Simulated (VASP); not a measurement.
# WS2 in VASP: single point with PBE+D3(BJ)

Aim: the single point of WS2 with PBE+D3(BJ).

Program: VASP 6.6.1. These are calculated values, not measurements. Logs are shortened: lines on timing, memory, paths and dates and some standing lists are left out, and cuts for length are marked.

### Step 1. The cell of the first run

The cell holds a slab with vacuum, 6 atoms: a = 3.160 Å, b = 3.160 Å, c = 23.804 Å, α = 90.00°, β = 90.00°, γ = 120.00°.

### Step 2. Single point, PBE+D3(BJ)

Contents of INCAR:

```
ALGO = Normal ; DIPOL = 0.5 0.5 0.391
EDIFF = 1E-6 ; ENCUT = 520
GGA = PE ; IDIPOL = 3
ISIF = 2 ; ISMEAR = 0
IVDW = 12 ; LASPH = True
LCHARG = False ; LDIPOL = True
LREAL = False ; LWAVE = False
NBANDS = 35 ; NELM = 100
PREC = Accurate ; SIGMA = 0.05
```

Contents of KPOINTS:

```
k-points
0
Gamma
  9 9 1
```

Contents of POSCAR:

```
WS2
1.0
    3.1597787811      0.0000000000      0.0000000000
   -1.5798893906      2.7364486948      0.0000000000
    0.0000000000      0.0000000000     23.8035455337
S W
4 2
Direct
    0.3333333333      0.6666666667      0.1890474675
    0.3333333333      0.6666666667      0.3214551696
    1.0000000000      1.0000000000      0.4596698736
    1.0000000000      1.0000000000      0.5920775757
    0.6666666667      0.3333333333      0.2552505208
    0.6666666667      1.3333333333      0.5258729269
```

Potentials or basis: VASP PAW PBE potentials, release 64 (S, W_sv).

Launch:

```sh
> cat potpaw_PBE.64/S/POTCAR potpaw_PBE.64/W_sv/POTCAR > POTCAR
> mpirun -np 1 vasp_std > vasp.out
```

OUTCAR:

```text
EDIFF = 1E-6
   ENCUT = 520
   GGA = PE
   ISIF = 2
   ISMEAR = 0
   IVDW = 12
   LASPH = True
   LREAL = False
   NELM = 100
   PREC = Accurate
 IVDW          = 12

 ion  position               nearest neighbor table
   1  0.333  0.667  0.189-   5 2.41   5 2.41   5 2.41
   2  0.333  0.667  0.321-   5 2.41   5 2.41   5 2.41
   3  0.000  0.000  0.460-   6 2.41   6 2.41   6 2.41
   4  0.000  0.000  0.592-   6 2.41   6 2.41   6 2.41
   5  0.667  0.333  0.255-   1 2.41   1 2.41   1 2.41   2 2.41   2 2.41   2 2.41
   6  0.667  0.333  0.526-   3 2.41   3 2.41   3 2.41   4 2.41   4 2.41   4 2.41

  LATTYP: Found a hexagonal cell.
 ALAT       =     3.1597787811
 C/A-ratio  =     7.5332949497

  Lattice vectors:

 A1 = (   3.1597787811,   0.0000000000,   0.0000000000)
 A2 = (  -1.5798893906,   2.7364486948,   0.0000000000)
 A3 = (   0.0000000000,   0.0000000000,  23.8035455337)

Analysis of symmetry for initial positions (statically):
=====================================================================
 Subroutine PRICEL returns:
 Original cell was already a primitive cell.

 Routine SETGRP: Setting up the symmetry group for a
 hexagonal supercell.

 Subroutine GETGRP returns: Found 12 space group operations
 (whereof  6 operations were pure point group operations)
 out of a pool of 24 trial point group operations.

The static configuration has the point symmetry C_3v.
 The point group associated with its full space group is D_3d.

Analysis of symmetry for dynamics (positions and initial velocities):
=====================================================================
 Subroutine PRICEL returns:
 Original cell was already a primitive cell.

 Routine SETGRP: Setting up the symmetry group for a
 hexagonal supercell.

 Subroutine GETGRP returns: Found 12 space group operations
 (whereof  6 operations were pure point group operations)
 out of a pool of 24 trial point group operations.

The dynamic configuration has the point symmetry C_3v.
 The point group associated with its full space group is D_3d.

 Subroutine INISYM returns: Found 12 space group operations
 (whereof  6 operations are pure point group operations),
 and found     1 'primitive' translations

----------------------------------------------------------------------------------------

                                     Primitive cell

  volume of cell :     205.8191

  direct lattice vectors                    reciprocal lattice vectors
[... 92 lines left out ...]
   PSTRESS=    0.0 pullay stress
   NELECT =      52.0000    total number of electrons
   NUPDOWN=      -1.0000    fix difference up-down
   EMIN   =  10.00;   EMAX   =-10.00  energy-range for DOS
   EFERMI =   0.00;   METHOD = LEGACY
   ISMEAR =     0;   SIGMA  =   0.05  broadening in eV -4-tet -1-fermi 0-gaus
   EFERMI_NEDOS =   21; number of points for ismear=-14 and -15
   IALGO  =     38    algorithm
   IMIX   =      4    mixing-type and parameters
     AMIX     =   0.40;   BMIX     =  1.00
     AMIX_MAG =   1.60;   BMIX_MAG =  1.00
  volume/ion in A,a.u.               =      34.30       231.49
  Fermi-wavevector in a.u.,A,eV,Ry     =   1.034937  1.955748 14.573137  1.071095
  Thomas-Fermi vector in A             =   2.169257
   LORBIT       =      0    0 simple, 1 ext, 2 COOP (PROOUT), +10 PAW based schemes
   GGA     = PE    functional components
   LHFCALC =     F    Hartree Fock is set to
   AEXX    =    0.0000 exact exchange contribution
   IVDW    =    12    specifies the selected vdW correction
   LEPSILON=     F    determine dielectric tensor
   LRPA    =     F    only Hartree local field effects (RPA)
 non-spin polarized calculation
 Gauss-broadening in eV      SIGMA  =   0.05
  energy-cutoff  :      520.00
  volume of cell :      205.82
 maximum number of plane-waves:      5566
 NGX is ok and might be reduce to    24
   NGX = 11   NGY = 11   NGZ = 89

 dipolmoment           0.000000      0.000000      0.000055 electrons x Angstroem

 number of electron      51.9999994 magnetization

 dipolmoment           0.000000      0.000000     -0.000522 electrons x Angstroem

 Free energy of the ion-electron system (eV)
  ---------------------------------------------------
  ext. energy  EPLUGINS =         0.00000000
  ---------------------------------------------------
  free energy    TOTEN  =       -47.30409190 eV

  energy without entropy =      -47.30409190  energy(sigma->0) =      -47.30409190

 E-fermi :   1.4102     XC(G=0):  -6.1426

 val. band max:        1.0415635888   @ k =   0.0000   0.0000   0.0000
 cond. band min:       2.7300487978   @ k =   0.3333   0.3333   0.0000
 fundamental gap:      1.6884852090
 Fermi energy:         1.4102466006

 k-point     1 :       0.0000    0.0000    0.0000
  band No.  band energies     occupation
      1     -73.1978      2.00000
      2     -73.1923      2.00000
      3     -37.4500      2.00000
      4     -37.4446      2.00000
      5     -37.2753      2.00000
      6     -37.2753      2.00000
[... 445 lines left out ...]
     34       6.4512      0.00000
     35       6.9530      0.00000

------------------------ aborting loop because EDIFF is reached ----------------------------------------

 vacuum level on the upper side and lower side of the slab       (xc-potential included)        -0.198        -0.189

 Edisp (eV)   -2.14254

 E8    (eV) :    -0.9303

  FORCE on cell =-STRESS in cart. coord.  units (eV):
  Direction    XX          YY          ZZ          XY          YZ          ZX
  --------------------------------------------------------------------------------------
  -------------------------------------------------------------------------------------
  Total      -0.19296    -0.19296    -0.55298     0.00000    -0.00000    -0.00000
  in kB      -1.50208    -1.50208    -4.30460     0.00000    -0.00000    -0.00000
  external pressure =       -2.44 kB  Pullay stress =        0.00 kB

 VOLUME and BASIS-vectors are now :
 -----------------------------------------------------------------------------
  energy-cutoff  :      520.00
  volume of cell :      205.82
      direct lattice vectors                 reciprocal lattice vectors
     3.159778781  0.000000000  0.000000000     0.316477852  0.182718573  0.000000000
    -1.579889391  2.736448695  0.000000000     0.000000000  0.365437146  0.000000000
     0.000000000  0.000000000 23.803545534     0.000000000  0.000000000  0.042010548

 POSITION                                       TOTAL-FORCE (eV/Angst)
 -----------------------------------------------------------------------------------
     -0.00000      1.82430      4.50000        -0.000000     -0.000000      0.001842
     -0.00000      1.82430      7.65177        -0.000000      0.000000      0.026152
      0.00000      0.00000     10.94177         0.000000     -0.000000     -0.026152
      0.00000      0.00000     14.09355         0.000000     -0.000000     -0.001842
      1.57989      0.91215      6.07587        -0.000000      0.000000      0.057505
      1.57989      0.91215     12.51764         0.000000     -0.000000     -0.057505
 -----------------------------------------------------------------------------------
    total drift:                               -0.000000      0.000000     -0.076826

  FREE ENERGIE OF THE ION-ELECTRON SYSTEM (eV)
  ---------------------------------------------------
  free  energy   TOTEN  =       -49.4466337513 eV

  energy  without entropy=      -49.4466337513  energy(sigma->0) =      -49.44663375

 vacuum level on the upper side and lower side of the slab         6.304         6.314
```

It took 72 s on 1 thread of Intel Xeon Platinum 8375C at 2.90GHz (Ice Lake), shared host; peak memory 0.34 GiB.

What came out:

```yaml
Free_energy: -49.4466 eV
Largest_force: 0.058 eV/Å
Band_gap_on_the_k_mesh: 1.69 eV, indirect (least direct gap 1.91 eV)
Dispersion_energy_per_atom: -0.357 eV
```

Forces on the atoms (eV/Å):
```
S    0.000  0.000  0.002
S    0.000  0.000  0.026
S    0.000  0.000 -0.026
S    0.000  0.000 -0.002
W    0.000  0.000  0.058
W    0.000  0.000 -0.058
```

Levels at points of the mesh, in eV from the valence-band top:
```
           k point  band 22  band 23  band 24  band 25  band 26  band 27  band 28  band 29  band 30  band 31
(0.00, 0.00, 0.00)    -1.80    -1.80    -1.80    -0.55     0.00     2.67     2.67     2.72     2.72     2.82
```

Caveat: spin-orbit coupling is left out, which moves the levels of the heavy elements.
